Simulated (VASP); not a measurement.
SnO:

```xyz
4
Lattice="3.7926 0.0000 0.0000 0.0000 3.7926 0.0000 0.0000 0.0000 4.7582" Properties=species:S:1:pos:R:3 pbc="T T T"
Sn    1.8963    0.0000    1.1469
Sn    0.0000    1.8963    3.6113
O     0.0000    0.0000    0.0000
O     1.8963    1.8963    0.0000
```

Base run:

* Program: VASP 6.6.1
* Functional: PBE
* Potentials or basis: VASP PAW PBE potentials, release 64 (Sn_d, O)
* Cutoff: 520 eV
* k mesh: 6 × 6 × 6
* Occupations: fermi-dirac, width 0.02 eV
* Spin: no spin polarisation

Its results: band gap on the k mesh zero (bands 20 and 21 overlap by 0.06 eV); pressure 5.6 GPa; largest force 0.583 eV/Å.

Q: The run is repeated on the same cell with these changes: functional from PBE to r2SCAN. What comes out?

A: Band gap on the k mesh 0.03 eV (least direct gap 2.20 eV); pressure 1.8 GPa; largest force 0.119 eV/Å.

Caveats: semilocal functionals underestimate gaps, and a narrow one can read as zero; spin-orbit coupling is left out, which moves the levels of the heavy elements; the cell stands under pressure (at least some runs); the PAW data sets were made with another functional, which shifts forces and pressure a little (at least some runs).

A k mesh can miss the band edges.
